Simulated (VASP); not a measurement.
# Si2W (I4/mmm) in VASP: single point with LDA

Aim: the single point of Si2W with LDA.

Everything below comes from runs of VASP 6.6.1. Logs are shortened: lines on timing, memory, paths and dates and some standing lists are left out, and cuts for length are marked.

## Step 1: The cell of the first run

Symmetry: I4/mmm, No. 139, tetragonal system. The conventional cell has a = 3.185 Å, b = 3.185 Å, c = 7.772 Å, α = 90.00°, β = 90.00°, γ = 90.00°. Si (site symmetry 4mm) has 9 Si at 2.57 to 3.19 Å and 5 W at 2.59 to 2.60 Å within 3.4 Å. W (site symmetry 4/mmm) has 10 Si at 2.59 to 2.60 Å and 4 W at 3.19 Å within 3.4 Å.

## Step 2: Single point, LDA

The input, INCAR:

```
PREC = Accurate
ENCUT = 520
EDIFF = 1E-7
ISMEAR = 0
SIGMA = 0.1
LREAL = False
LASPH = True
NELM = 60
ALGO = Normal
ISIF = 2
LWAVE = False
LCHARG = False
NBANDS = 18
```

The input, KPOINTS:

```
regular mesh
0
Gamma
  18 18 18
```

The input, POSCAR:

```
Si2W
1.0
   -1.5927161699      1.5927161699      3.8857829554
    1.5927161699     -1.5927161699      3.8857829554
    1.5927161699      1.5927161699     -3.8857829554
Si W
2 1
Direct
    0.3346982953      0.3346982953      0.0000000000
    0.6653017047      0.6653017047      0.0000000000
    0.0000000000      0.0000000000      0.0000000000
```

Potentials or basis: VASP PAW LDA potentials, release 64 (Si, W_sv).

Launch:

```
$ cat potpaw_LDA.64/Si/POTCAR potpaw_LDA.64/W_sv/POTCAR > POTCAR
$ mpirun -np 1 vasp_std > vasp.out
```

OUTCAR:

```text
PREC = Accurate
   ENCUT = 520
   EDIFF = 1E-7
   ISMEAR = 0
   LREAL = False
   LASPH = True
   NELM = 60
   ISIF = 2

 ion  position               nearest neighbor table
   1  0.335  0.335  0.000-   2 2.57   3 2.59   3 2.59   3 2.59   3 2.59   3 2.60   2 2.61   2 2.61
                             2 2.61   2 2.61
   2  0.665  0.665  0.000-   1 2.57   3 2.59   3 2.59   3 2.59   3 2.59   3 2.60   1 2.61   1 2.61
                             1 2.61   1 2.61
   3  0.000  0.000  0.000-   2 2.59   2 2.59   2 2.59   1 2.59   2 2.59   1 2.59   1 2.59   1 2.59
                             1 2.60   2 2.60

  LATTYP: Found a body centered tetragonal cell.
 ALAT       =     3.1854323398
 C/A-ratio  =     2.4397209175

  Lattice vectors:

 A1 = (  -1.5927161699,   1.5927161699,   3.8857829554)
 A2 = (   1.5927161699,  -1.5927161699,   3.8857829554)
 A3 = (   1.5927161699,   1.5927161699,  -3.8857829554)

Analysis of symmetry for initial positions (statically):
=====================================================================
 Subroutine PRICEL returns:
 Original cell was already a primitive cell.

 Routine SETGRP: Setting up the symmetry group for a
 body centered tetragonal supercell.

 Subroutine GETGRP returns: Found 16 space group operations
 (whereof 16 operations were pure point group operations)
 out of a pool of 16 trial point group operations.

The static configuration has the point symmetry D_4h.

Analysis of symmetry for dynamics (positions and initial velocities):
=====================================================================
 Subroutine PRICEL returns:
 Original cell was already a primitive cell.

 Routine SETGRP: Setting up the symmetry group for a
 body centered tetragonal supercell.

 Subroutine GETGRP returns: Found 16 space group operations
 (whereof 16 operations were pure point group operations)
 out of a pool of 16 trial point group operations.

The dynamic configuration has the point symmetry D_4h.

 Subroutine INISYM returns: Found 16 space group operations
 (whereof 16 operations are pure point group operations),
 and found     1 'primitive' translations

----------------------------------------------------------------------------------------

                                     Primitive cell

  volume of cell :      39.4290

  direct lattice vectors                    reciprocal lattice vectors
    -1.592716170  1.592716170  3.885782955     0.000000000  0.313929129  0.128674197
     1.592716170 -1.592716170  3.885782955     0.313929129  0.000000000  0.128674197
     1.592716170  1.592716170 -3.885782955     0.313929129  0.313929129  0.000000000

  length of vectors
     4.491413895  4.491413895  4.491413895     0.339276505  0.339276505  0.443962832

  position of ions in fractional coordinates (direct lattice)
     0.334698295  0.334698295  0.000000000
     0.665301705  0.665301705  0.000000000
     0.000000000  0.000000000  0.000000000

  ion indices of the primitive-cell ions
   primitive index   ion index
                 1           1
                 2           2
                 3           3

----------------------------------------------------------------------------------------

 KPOINTS: regular mesh

Automatic generation of k-mesh.
 Grid dimensions read from file:
 generate k-points for:   18   18   18

 Generating k-lattice:

  Cartesian coordinates                     Fractional coordinates (reciprocal lattice)
     0.000000000  0.017440507  0.007148566     0.055555556  0.000000000  0.000000000
     0.017440507  0.000000000  0.007148566     0.000000000  0.055555556  0.000000000
     0.017440507  0.017440507  0.000000000     0.000000000  0.000000000  0.055555556

  Length of vectors
     0.018848695  0.018848695  0.024664602

  Shift w.r.t. Gamma in fractional coordinates (k-lattice)
     0.000000000  0.000000000  0.000000000

 Subroutine IBZKPT returns following result:
 ===========================================

 Found    480 irreducible k-points:

 Following reciprocal coordinates:
            Coordinates               Weight
  0.000000  0.000000  0.000000      1.000000
  0.055556  0.000000 -0.000000      8.000000
  0.111111  0.000000 -0.000000      8.000000
  0.166667 -0.000000  0.000000      8.000000
  0.222222  0.000000 -0.000000      8.000000
  0.277778  0.000000  0.000000      8.000000
[... 16 lines left out ...]
 -0.277778  0.055556  0.000000     16.000000
 -0.222222  0.055556  0.000000     16.000000
 [... further k-points ...]
   k-points           NKPTS =    480   k-points in BZ     NKDIM =    480   number of bands    NBANDS=     18
   number of dos      NEDOS =    301   number of ions     NIONS =      3
   total plane-waves  NPLWV =  46656
   dimension x,y,z NGX =    36 NGY =   36 NGZ =   36
   dimension x,y,z NGXF=    72 NGYF=   72 NGZF=   72
   ions per type =               2   1
   NGX,Y,Z   is equivalent  to a cutoff of  13.33, 13.33, 13.33 a.u.
   NGXF,Y,Z  is equivalent  to a cutoff of  26.65, 26.65, 26.65 a.u.
 SYSTEM =  unknown system
   PREC   = accura    normal or accurate (medium, high low for compatibility)
   ISTART =      0    job   : 0-new  1-cont  2-samecut
   ICHARG =      2    charge: 1-file 2-atom 10-const
   ISPIN  =      1    spin polarized calculation?
   LNONCOLLINEAR =      F non collinear calculations
   LSORBIT =      F    spin-orbit coupling
   LASPH  =      T    aspherical Exc in radial PAW
   ENCUT  =  520.0 eV  38.22 Ry    6.18 a.u.   8.35  8.35  8.35*2*pi/ulx,y,z
   NELM   =     60;   NELMIN=  2; NELMDL= -5     # of ELM steps
   EDIFF  = 0.1E-06   stopping-criterion for ELM
   LREAL  =      F    real-space projection
   EDIFFG = 0.1E-05   stopping-criterion for IOM
   NSW    =      0    number of steps for IOM
   IBRION =     -1    ionic relax: 0-MD 1-quasi-New 2-CG
   NFREE  =      0    steps in history (QN), initial steepest desc. (CG)
   ISIF   =      2    stress and relaxation
   ISYM   =      2    0-nonsym 1-usesym 2-fastsym
   POTIM  = 0.5000    time-step for ionic-motion
   TEBEG  =    0.0;   TEEND  =   0.0 temperature during run
   PSTRESS=    0.0 pullay stress
   NELECT =      22.0000    total number of electrons
   NUPDOWN=      -1.0000    fix difference up-down
   EMIN   =  10.00;   EMAX   =-10.00  energy-range for DOS
   EFERMI =   0.00;   METHOD = LEGACY
   ISMEAR =     0;   SIGMA  =   0.10  broadening in eV -4-tet -1-fermi 0-gaus
   EFERMI_NEDOS =   21; number of points for ismear=-14 and -15
   IALGO  =     38    algorithm
   IMIX   =      4    mixing-type and parameters
     AMIX     =   0.40;   BMIX     =  1.00
     AMIX_MAG =   1.60;   BMIX_MAG =  1.00
  volume/ion in A,a.u.               =      13.14        88.69
  Fermi-wavevector in a.u.,A,eV,Ry     =   1.347754  2.546886 24.714177  1.816441
  Thomas-Fermi vector in A             =   2.475479
   LORBIT       =      0    0 simple, 1 ext, 2 COOP (PROOUT), +10 PAW based schemes
   GGA     = CA    functional components
   LHFCALC =     F    Hartree Fock is set to
   AEXX    =    0.0000 exact exchange contribution
   IVDW    =     0    specifies the selected vdW correction
   LEPSILON=     F    determine dielectric tensor
   LRPA    =     F    only Hartree local field effects (RPA)
 non-spin polarized calculation
 Gauss-broadening in eV      SIGMA  =   0.10
  energy-cutoff  :      520.00
  volume of cell :       39.43
 maximum number of plane-waves:      1079
 NGX is ok and might be reduce to    36
   NGX = 17   NGY = 17   NGZ = 17

 number of electron      21.9999999 magnetization

 Free energy of the ion-electron system (eV)
  ---------------------------------------------------
  ext. energy  EPLUGINS =         0.00000000
  ---------------------------------------------------
  free energy    TOTEN  =       -27.35681442 eV

  energy without entropy =      -27.35594443  energy(sigma->0) =      -27.35637943

 E-fermi :  12.2527     XC(G=0): -12.7663

 val. band max:       12.2292766603   @ k =  -0.3889   0.5000   0.3333
 cond. band min:      12.3105463624   @ k =  -0.4444   0.5000   0.2778
 fundamental gap:      0.0812697021
 Fermi energy:        12.2526867339

 k-point     1 :       0.0000    0.0000    0.0000
  band No.  band energies     occupation
      1     -61.0955      2.00000
      2     -25.6459      2.00000
      3     -25.6052      2.00000
      4     -25.6052      2.00000
      5      -1.9495      2.00000
      6       5.2716      2.00000
[... 10 lines left out ...]
     17      18.0850      0.00000
     18      18.0850      0.00000

 k-point     2 :       0.0556    0.0000   -0.0000
  band No.  band energies     occupation
      1     -61.0952      2.00000
      2     -25.6453      2.00000
      3     -25.6128      2.00000
      4     -25.6045      2.00000
      5      -1.8889      2.00000
      6       5.2808      2.00000
[... 10 lines left out ...]
     17      18.0880      0.00000
     18      18.3140      0.00000

 k-point     3 :       0.1111    0.0000   -0.0000
  band No.  band energies     occupation
      1     -61.0944      2.00000
      2     -25.6438      2.00000
      3     -25.6345      2.00000
      4     -25.6026      2.00000
      5      -1.7087      2.00000
      6       5.2982      2.00000
[... 10 lines left out ...]
     17      18.1429      0.00000
     18      18.8681      0.00000

 k-point     4 :       0.1667   -0.0000    0.0000
  band No.  band energies     occupation
      1     -61.0932      2.00000
      2     -25.6678      2.00000
      3     -25.6412      2.00000
      4     -25.5995      2.00000
      5      -1.4129      2.00000
      6       5.2876      2.00000
[... 10 lines left out ...]
     17      18.4340      0.00000
     18      19.6235      0.00000

 k-point     5 :       0.2222    0.0000   -0.0000
  band No.  band energies     occupation
      1     -61.0917      2.00000
      2     -25.7083      2.00000
      3     -25.6381      2.00000
      4     -25.5958      2.00000
      5      -1.0087      2.00000
      6       5.1715      2.00000
[... 10 lines left out ...]
     17      19.0657      0.00000
     18      20.5291      0.00000

 k-point     6 :       0.2778    0.0000    0.0000
  band No.  band energies     occupation
      1     -61.0901      2.00000
      2     -25.7510      2.00000
      3     -25.6348      2.00000
      4     -25.5918      2.00000
      5      -0.5052      2.00000
      6       4.8570      2.00000
[... 10 lines left out ...]
     17      19.6332      0.00000
     18      21.2108      0.00000

 k-point     7 :       0.3333    0.0000   -0.0000
  band No.  band energies     occupation
      1     -61.0887      2.00000
      2     -25.7908      2.00000
      3     -25.6318      2.00000
      4     -25.5881      2.00000
      5       0.0855      2.00000
      6       4.3442      2.00000
[... 10 lines left out ...]
     17      19.6049      0.00000
     18      21.1804      0.00000

 k-point     8 :       0.3889    0.0000    0.0000
  band No.  band energies     occupation
      1     -61.0874      2.00000
      2     -25.8231      2.00000
      3     -25.6292      2.00000
      4     -25.5851      2.00000
      5       0.7483      2.00000
      6       3.7030      2.00000
[... 10 lines left out ...]
     17      19.3431      0.00000
     18      20.1437      0.00000
[... 229 lines left out ...]
     17      19.2754      0.00000
     18      19.4016      0.00000

 k-point    20 :      -0.4444    0.0556    0.0000
  band No.  band energies     occupation
      1     -61.0864      2.00000
      2     -25.8430      2.00000
      3     -25.6265      2.00000
      4     -25.5902      2.00000
      5       1.4099      2.00000
      6       3.0998      2.00000
[... 10 lines left out ...]
     17      19.3672      0.00000
     18      19.9279      0.00000

 k-point    21 :      -0.3889    0.0556    0.0000
  band No.  band energies     occupation
      1     -61.0872      2.00000
      2     -25.8220      2.00000
      3     -25.6279      2.00000
      4     -25.5922      2.00000
      5       0.6995      2.00000
      6       3.8156      2.00000
[... 10 lines left out ...]
     17      19.5332      0.00000
     18      20.8480      0.00000

 k-point    22 :      -0.3333    0.0556    0.0000
  band No.  band energies     occupation
      1     -61.0884      2.00000
      2     -25.7898      2.00000
      3     -25.6303      2.00000
      4     -25.5953      2.00000
      5       0.0457      2.00000
      6       4.4873      2.00000
[... 10 lines left out ...]
     17      19.7183      0.00000
     18      20.6762      0.00000

 k-point    23 :      -0.2778    0.0556    0.0000
  band No.  band energies     occupation
      1     -61.0899      2.00000
      2     -25.7500      2.00000
      3     -25.6333      2.00000
      4     -25.5991      2.00000
      5      -0.5321      2.00000
      6       5.0692      2.00000
[... 10 lines left out ...]
     17      19.4420      0.00000
     18      20.4865      0.00000

 k-point    24 :      -0.2222    0.0556    0.0000
  band No.  band energies     occupation
      1     -61.0914      2.00000
      2     -25.7074      2.00000
      3     -25.6366      2.00000
      4     -25.6031      2.00000
      5      -1.0201      2.00000
      6       5.4413      2.00000
[... 10 lines left out ...]
     17      18.7233      0.00000
     18      20.5890      0.00000

 [... further k-points ...]
[... 5 lines left out ...]
  --------------------------------------------------------------------------------------
  -------------------------------------------------------------------------------------
  Total        0.1952179      0.1952179      0.2092409      0.0000000      0.0000000      0.0000000
  in kB        7.9325873      7.9325873      8.5024056      0.0000000      0.0000000      0.0000000
  external PRESSURE =       8.1225267 kB  Pullay stress =       0.0000000 kB

 VOLUME and BASIS-vectors are now :
 -----------------------------------------------------------------------------
  energy-cutoff  :      520.00
  volume of cell :       39.43
      direct lattice vectors                 reciprocal lattice vectors
    -1.592716170  1.592716170  3.885782955     0.000000000  0.313929129  0.128674197
     1.592716170 -1.592716170  3.885782955     0.313929129  0.000000000  0.128674197
     1.592716170  1.592716170 -3.885782955     0.313929129  0.313929129  0.000000000

 POSITION                                       TOTAL-FORCE (eV/Angst)
 -----------------------------------------------------------------------------------
      0.00000      0.00000      2.60113        -0.000000     -0.000000     -0.013873
      0.00000      0.00000      5.17044         0.000000      0.000000      0.013873
      0.00000      0.00000      0.00000         0.000000      0.000000     -0.000000
 -----------------------------------------------------------------------------------
    total drift:                               -0.000000      0.000000     -0.000000

  FREE ENERGIE OF THE ION-ELECTRON SYSTEM (eV)
  ---------------------------------------------------
  free  energy   TOTEN  =       -27.3568144188 eV

  energy  without entropy=      -27.3559444315  energy(sigma->0) =      -27.35637943
```

It took 12 min on 1 thread of Intel Xeon 8259CL, shared host; peak memory 0.43 GiB.

Results:

| Quantity | Value |
| --- | --- |
| Free energy | -27.3568 eV |
| Pressure | 0.8 GPa |
| Largest force | 0.014 eV/Å |
| Band gap on the k mesh | zero (bands 11 and 12 overlap by 1.32 eV) |

Forces on the atoms (eV/Å):
```
Si   0.000  0.000 -0.014
Si   0.000  0.000  0.014
W    0.000  0.000  0.000
```

Caveat: spin-orbit coupling is left out, which moves the levels of the heavy elements.

The gap in the log of VASP goes by the Fermi energy; the results here count the filled bands.